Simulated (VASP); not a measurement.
# BN (P6_3/mmc) in VASP: a series of runs

The runs below take BN through single point, with LDA.

Everything below comes from runs of VASP 6.6.1. Logs are shortened: lines on timing, memory, paths and dates and some standing lists are left out, and cuts for length are marked.

## 1. The cell of the first run

It takes space group P6_3/mmc (No. 194, hexagonal). Conventional cell: a = 2.466 Å, b = 2.466 Å, c = 5.387 Å, α = 90.00°, β = 90.00°, γ = 120.00°. Within 1.9 Å of B (site symmetry -6m2) lie 3 N at 1.42 Å. N (site symmetry -6m2) has 3 B at 1.42 Å within 1.9 Å.

## 2. Single point, LDA

INCAR

```
ALGO = Normal ; EDIFF = 1E-6
ENCUT = 600 ; GGA_COMPAT = F
ISIF = 2 ; ISMEAR = 0
LASPH = T ; LCHARG = F
LREAL = F ; LWAVE = F
NBANDS = 16 ; NELM = 120
PREC = Accurate ; SIGMA = 0.01
```

KPOINTS

```
k-points
0
Gamma
  10 10 4
```

POSCAR

```
BN
1.0
    2.4658216728      0.0000000000      0.0000000000
   -1.2329108364      2.1354642098      0.0000000000
    0.0000000000      0.0000000000      5.3869095682
B N
2 2
Direct
    0.3333333333      0.6666666667      0.2500000000
    0.6666666667      0.3333333333      0.7500000000
    0.3333333333      0.6666666667      0.7500000000
    0.6666666667      0.3333333333      0.2500000000
```

Potentials or basis: VASP PAW LDA potentials, release 64 (B, N).

Started as:

```console
> cat potpaw_LDA.64/B/POTCAR potpaw_LDA.64/N/POTCAR > POTCAR
> mpirun -np 1 vasp_std > vasp.out
```

OUTCAR:

```text
EDIFF = 1E-6
   ENCUT = 600
   ISIF = 2
   ISMEAR = 0
   LASPH = T
   LREAL = F
   NELM = 120
   PREC = Accurate

 ion  position               nearest neighbor table
   1  0.333  0.667  0.250-   4 1.42   4 1.42   4 1.42
   2  0.667  0.333  0.750-   3 1.42   3 1.42   3 1.42
   3  0.333  0.667  0.750-   2 1.42   2 1.42   2 1.42
   4  0.667  0.333  0.250-   1 1.42   1 1.42   1 1.42

  LATTYP: Found a hexagonal cell.
 ALAT       =     2.4658216728
 C/A-ratio  =     2.1846306355

  Lattice vectors:

 A1 = (   2.4658216728,   0.0000000000,   0.0000000000)
 A2 = (  -1.2329108364,   2.1354642098,   0.0000000000)
 A3 = (   0.0000000000,   0.0000000000,   5.3869095682)

Analysis of symmetry for initial positions (statically):
=====================================================================
 Subroutine PRICEL returns:
 Original cell was already a primitive cell.

 Routine SETGRP: Setting up the symmetry group for a
 hexagonal supercell.

 Subroutine GETGRP returns: Found 24 space group operations
 (whereof 12 operations were pure point group operations)
 out of a pool of 24 trial point group operations.

The static configuration has the point symmetry D_3d.
 The point group associated with its full space group is D_6h.

Analysis of symmetry for dynamics (positions and initial velocities):
=====================================================================
 Subroutine PRICEL returns:
 Original cell was already a primitive cell.

 Routine SETGRP: Setting up the symmetry group for a
 hexagonal supercell.

 Subroutine GETGRP returns: Found 24 space group operations
 (whereof 12 operations were pure point group operations)
 out of a pool of 24 trial point group operations.

The dynamic configuration has the point symmetry D_3d.
 The point group associated with its full space group is D_6h.

 Subroutine INISYM returns: Found 24 space group operations
 (whereof 12 operations are pure point group operations),
 and found     1 'primitive' translations

----------------------------------------------------------------------------------------

[... 92 lines left out ...]
   LSORBIT =      F    spin-orbit coupling
   LASPH  =      T    aspherical Exc in radial PAW
   ENCUT  =  600.0 eV  44.10 Ry    6.64 a.u.   4.92  4.92 10.76*2*pi/ulx,y,z
   NELM   =    120;   NELMIN=  2; NELMDL= -5     # of ELM steps
   EDIFF  = 0.1E-05   stopping-criterion for ELM
   LREAL  =      F    real-space projection
   EDIFFG = 0.1E-04   stopping-criterion for IOM
   NSW    =      0    number of steps for IOM
   IBRION =     -1    ionic relax: 0-MD 1-quasi-New 2-CG
   NFREE  =      0    steps in history (QN), initial steepest desc. (CG)
   ISIF   =      2    stress and relaxation
   ISYM   =      2    0-nonsym 1-usesym 2-fastsym
   POTIM  = 0.5000    time-step for ionic-motion
   TEBEG  =    0.0;   TEEND  =   0.0 temperature during run
   PSTRESS=    0.0 pullay stress
   NELECT =      16.0000    total number of electrons
   NUPDOWN=      -1.0000    fix difference up-down
   EMIN   =  10.00;   EMAX   =-10.00  energy-range for DOS
   EFERMI =   0.00;   METHOD = LEGACY
   ISMEAR =     0;   SIGMA  =   0.01  broadening in eV -4-tet -1-fermi 0-gaus
   EFERMI_NEDOS =   21; number of points for ismear=-14 and -15
   IALGO  =     38    algorithm
   IMIX   =      4    mixing-type and parameters
     AMIX     =   0.40;   BMIX     =  1.00
     AMIX_MAG =   1.60;   BMIX_MAG =  1.00
  volume/ion in A,a.u.               =       7.09        47.86
  Fermi-wavevector in a.u.,A,eV,Ry     =   1.352644  2.556127 24.893854  1.829647
  Thomas-Fermi vector in A             =   2.479966
   LORBIT       =      0    0 simple, 1 ext, 2 COOP (PROOUT), +10 PAW based schemes
   GGA     = CA    functional components
   LHFCALC =     F    Hartree Fock is set to
   AEXX    =    0.0000 exact exchange contribution
   IVDW    =     0    specifies the selected vdW correction
   LEPSILON=     F    determine dielectric tensor
   LRPA    =     F    only Hartree local field effects (RPA)
 non-spin polarized calculation
 Gauss-broadening in eV      SIGMA  =   0.01
  energy-cutoff  :      600.00
  volume of cell :       28.37
 maximum number of plane-waves:       967
 NGX is ok and might be reduce to    20
   NGX =  9   NGY =  9   NGZ = 21

 number of electron      16.0000000 magnetization

 Free energy of the ion-electron system (eV)
  ---------------------------------------------------
  ext. energy  EPLUGINS =         0.00000000
  ---------------------------------------------------
  free energy    TOTEN  =       -38.35936714 eV

  energy without entropy =      -38.35936714  energy(sigma->0) =      -38.35936714

 E-fermi :   4.7001     XC(G=0): -11.9136

 val. band max:        4.5856598444   @ k =   0.3000   0.2000   0.0000
 cond. band min:       8.3516283569   @ k =   0.5000   0.0000   0.2500
 fundamental gap:      3.7659685125
 Fermi energy:         4.7000597583

 k-point     1 :       0.0000    0.0000    0.0000
  band No.  band energies     occupation
      1     -14.0230      2.00000
      2     -12.7714      2.00000
      3      -3.4782      2.00000
      4       1.8026      2.00000
      5       2.9694      2.00000
      6       2.9694      2.00000
[... 433 lines left out ...]
      3      -4.5091      2.00000
      4      -4.2703      2.00000
      5      -0.4998      2.00000
      6      -0.2232      2.00000
[... 8 lines left out ...]
     15      21.1929      0.00000
     16      24.9688      0.00000

 [... further k-points ...]

------------------------ aborting loop because EDIFF is reached ----------------------------------------

  FORCE on cell =-STRESS in cart. coord.  units (eV):
  Direction    XX          YY          ZZ          XY          YZ          ZX
  --------------------------------------------------------------------------------------
  -------------------------------------------------------------------------------------
  Total        2.7833154      2.7833154      2.6130675      0.0000000     -0.0000000      0.0000000
  in kB      157.2097049    157.2097049    147.5936150      0.0000000     -0.0000000      0.0000000
  external PRESSURE =     154.0043416 kB  Pullay stress =       0.0000000 kB

 VOLUME and BASIS-vectors are now :
 -----------------------------------------------------------------------------
  energy-cutoff  :      600.00
  volume of cell :       28.37
      direct lattice vectors                 reciprocal lattice vectors
     2.465821673  0.000000000  0.000000000     0.405544331  0.234141129  0.000000000
    -1.232910836  2.135464210  0.000000000     0.000000000  0.468282257  0.000000000
     0.000000000  0.000000000  5.386909568     0.000000000  0.000000000  0.185635193

 POSITION                                       TOTAL-FORCE (eV/Angst)
 -----------------------------------------------------------------------------------
     -0.00000      1.42364      1.34673        -0.000000      0.000000      0.000000
      1.23291      0.71182      4.04018         0.000000     -0.000000      0.000000
     -0.00000      1.42364      4.04018        -0.000000     -0.000000      0.000000
      1.23291      0.71182      1.34673         0.000000      0.000000      0.000000
 -----------------------------------------------------------------------------------
    total drift:                               -0.000000      0.000000      0.000000

  FREE ENERGIE OF THE ION-ELECTRON SYSTEM (eV)
  ---------------------------------------------------
  free  energy   TOTEN  =       -38.3593671444 eV

  energy  without entropy=      -38.3593671444  energy(sigma->0) =      -38.35936714
```

OSZICAR:

```text
N       E                     dE             d eps       ncg     rms          rms(c)
DAV:   1     0.465206453707E+02    0.46521E+02   -0.90212E+03  1344   0.106E+03
DAV:   2    -0.395977969140E+02   -0.86118E+02   -0.79011E+02  1880   0.232E+02
DAV:   3    -0.423111271195E+02   -0.27133E+01   -0.27029E+01  1688   0.385E+01
DAV:   4    -0.423206456624E+02   -0.95185E-02   -0.95178E-02  1600   0.273E+00
DAV:   5    -0.423206948216E+02   -0.49159E-04   -0.49159E-04  1712   0.179E-01    0.113E+01
DAV:   6    -0.388229402553E+02    0.34978E+01   -0.49910E+00  1528   0.180E+01    0.494E+00
DAV:   7    -0.384617496422E+02    0.36119E+00   -0.52053E-01  1760   0.543E+00    0.300E+00
DAV:   8    -0.383633708665E+02    0.98379E-01   -0.20027E-01  1736   0.317E+00    0.400E-01
DAV:   9    -0.383594308219E+02    0.39400E-02   -0.11085E-02  1616   0.866E-01    0.189E-01
DAV:  10    -0.383593660332E+02    0.64789E-04   -0.49308E-04  1696   0.173E-01    0.223E-02
DAV:  11    -0.383593674199E+02   -0.13867E-05   -0.32669E-05  1648   0.460E-02    0.158E-02
DAV:  12    -0.383593671444E+02    0.27553E-06   -0.40120E-06  1520   0.163E-02
   1 F= -.38359367E+02 E0= -.38359367E+02  d E =-.246008E-60
```

stdout:

```text
POSCAR found type information on POSCAR B N
 POSCAR found :  2 types and       4 ions
 scaLAPACK will be used
 LDA part: xc-table for (Slater(with rela. corr.)+CA(PZ))
 , standard interpolation
 POSCAR, INCAR and KPOINTS ok, starting setup
 FFT: planning ... GRIDC
 FFT: planning ... GRID_SOFT
 FFT: planning ... GRID
 WAVECAR not read
 entering main loop
```

Wall time 7.8 s (1 thread of Intel Xeon 6975P-C (Granite Rapids), shared host); peak memory 0.14 GiB.

What came out:

| Quantity | Value |
| --- | --- |
| Free energy | -38.3594 eV |
| Pressure | 15.4 GPa |
| Band gap on the k mesh | 3.77 eV, indirect (least direct gap 4.21 eV) |

## 3. Single point, LDA

This run uses another cell than the first one, of 7.41 Å³/atom, 1.044 times its volume.

INCAR

```
PREC = Accurate
ENCUT = 600
EDIFF = 1E-6
ISMEAR = 0
SIGMA = 0.01
LREAL = False
LASPH = True
NELM = 120
ALGO = Normal
ISIF = 2
LWAVE = False
LCHARG = False
GGA = CA
NBANDS = 16
GGA_COMPAT = False
```

KPOINTS

```
regular mesh
0
Gamma
  10 10 4
```

POSCAR

```
BN
1.0
    2.4725029513      0.0000000000      0.0000000000
   -1.2362514756      2.1412503668      0.0000000000
    0.0000000000      0.0000000000      5.5951223264
B N
2 2
Direct
    0.3333333333      0.6666666667      0.2500000000
    0.6666666667      0.3333333333      0.7500000000
    0.3333333333      0.6666666667      0.7500000000
    0.6666666667      0.3333333333      0.2500000000
```

Potentials or basis: VASP PAW LDA potentials, release 64 (B, N).

Started as:

```console
> cat potpaw_LDA.64/B/POTCAR potpaw_LDA.64/N/POTCAR > POTCAR
> mpirun -np 1 vasp_std > vasp.out
```

It took 7.7 s on 1 thread of Intel Xeon 6975P-C (Granite Rapids), shared host; peak memory 0.13 GiB.

The run converged. Its results:

* Free energy: -38.4579 eV
* Pressure: 10.3 GPa
* Band gap on the k mesh: 3.88 eV, indirect (least direct gap 4.18 eV)

Stress tensor (GPa, compression positive):
```
10.67  0.00  0.00
 0.00 10.67  0.00
 0.00  0.00  9.68
```

Levels at points of the mesh, in eV from the valence-band top:
```
           k point  band 6  band 7  band 8  band 9  band 10  band 11
(0.00, 0.00, 0.00)   -1.47   -1.30   -1.30    6.54    11.45    11.45
(0.50, 0.00, 0.00)   -4.16   -2.44   -0.24    3.95     6.60     9.89
(0.00, 0.00, 0.50)   -1.39   -1.39   -1.39    9.88     9.88    11.65
(0.50, 0.00, 0.50)   -4.30   -1.13   -1.13    4.48     4.48    10.28
```
